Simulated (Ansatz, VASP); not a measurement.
## One calculation of SiC, two programs

File POSCAR:

```
SiC
1.0
    4.3384106838      0.0321227604      0.0987846398
   -0.0321227604     -4.2899509047      0.0270023269
   -0.0987846398      0.0270023269     -4.1685622264
Si C
4 4
Direct
    0.0573736316      0.3732914508      0.5164982206
    0.5403986016     -0.0808681566      0.5200067418
    0.4695409191      0.4824945720     -0.0204335915
   -0.0529651815     -0.0806765767      0.0964910166
    0.8080032726      0.8221880511      0.7626614597
    0.2149781570      0.3128658101      0.7370372526
    0.2804961075      0.9125159712      0.2035304016
    0.6821744921      0.2581888780      0.1842084986
```

The input INCAR.step1:

```
SYSTEM = SiC
  ALGO = Normal
  EDIFF = 1E-4
  ENCUT = 520
  GGA = PE
  ISMEAR = 0
  LASPH = .TRUE.
  LCHARG = .FALSE.
  LREAL = .FALSE.
  LWAVE = .TRUE.
  NBANDS = 26
  NELM = 60
  PREC = Accurate
  SIGMA = 0.05
```

INCAR.step2

```
SYSTEM = SiC
  ALGO = Normal
  EDIFF = 1E-7
  ENCUT = 520
  ISIF = 2
  ISMEAR = 0
  ISTART = 1
  LASPH = .TRUE.
  LCHARG = .TRUE.
  LELF = .TRUE.
  LMIXTAU = .TRUE.
  LREAL = .FALSE.
  LVHAR = .TRUE.
  LWAVE = .FALSE.
  METAGGA = R2SCAN
  NBANDS = 26
  NELM = 60
  PREC = Accurate
  SIGMA = 0.05
```

The input KPOINTS:

```
k-points
0
G
  6 6 6
  0 0 0
```

Input for Ansatz:

```yaml
crystal:
  lattice:
    - [4.3384106838, 0.0321227604, 0.0987846398]
    - [-0.0321227604, -4.2899509047, 0.0270023269]
    - [-0.0987846398, 0.0270023269, -4.1685622264]
  atoms:
    - { symbol: Si, position: [0.0573736316, 0.3732914508, 0.5164982206] }
    - { symbol: Si, position: [0.5403986016, -0.0808681566, 0.5200067418] }
    - { symbol: Si, position: [0.4695409191, 0.482494572, -0.0204335915] }
    - { symbol: Si, position: [-0.0529651815, -0.0806765767, 0.0964910166] }
    - { symbol: C, position: [0.8080032726, 0.8221880511, 0.7626614597] }
    - { symbol: C, position: [0.214978157, 0.3128658101, 0.7370372526] }
    - { symbol: C, position: [0.2804961075, 0.9125159712, 0.2035304016] }
    - { symbol: C, position: [0.6821744921, 0.258188878, 0.1842084986] }
basis:
  ecutwfc: 500
kpoints:
  mp_grid: { grid: [6, 6, 6] }
hamiltonian:
  xc: r2scan
scf:
  occupations: { method: gaussian, width: 0.05 }
output:
  forces: true
  stress: true
  eigenvalues: true
```

Change from the starting cell: all atoms moved at random (sigma 0.3 Å a component), cell strained at random (sigma 0.03).

Alike in both runs: task single point; functional r2SCAN; k mesh 6 × 6 × 6; occupations gaussian, width 0.05 eV; no spin polarisation.

|  | VASP | Ansatz |
| --- | --- | --- |
| version | VASP 6.6.1 | Ansatz 0.2.0 |
| potentials or method | VASP PAW PBE potentials, release 64 (Si, C), cutoff 520 eV | scalar-relativistic, plane waves, PAW |
| valence electrons in the cell | 32 | 32 |

|  | VASP | Ansatz | Ansatz less VASP |
| --- | --- | --- | --- |
| gap on the k mesh at the Fermi level (eV) | none | none | - |
| pressure (GPa) | 109.4 | 111.9 | +2.58 |
| traceless stress, the component that is largest in VASP (GPa) | -113.50 | -116.58 | -3.073 |
| rms of the force components (eV/Å) | 20.323 | 20.929 | +0.6057 |

VASP's potentials were made for PBE, not for r2SCAN. Atom by atom the forces differ by 0.618 eV/Å (rms over components). A gap of «none» marks a metal or a gap that the smearing closes. Both programs put the cell under a high pressure, so it lies far from rest at this level. With one functional, cell and mesh, what is left measures potentials, basis and numerics.

Noted on VASP's run: the cell as given lies far from equilibrium.
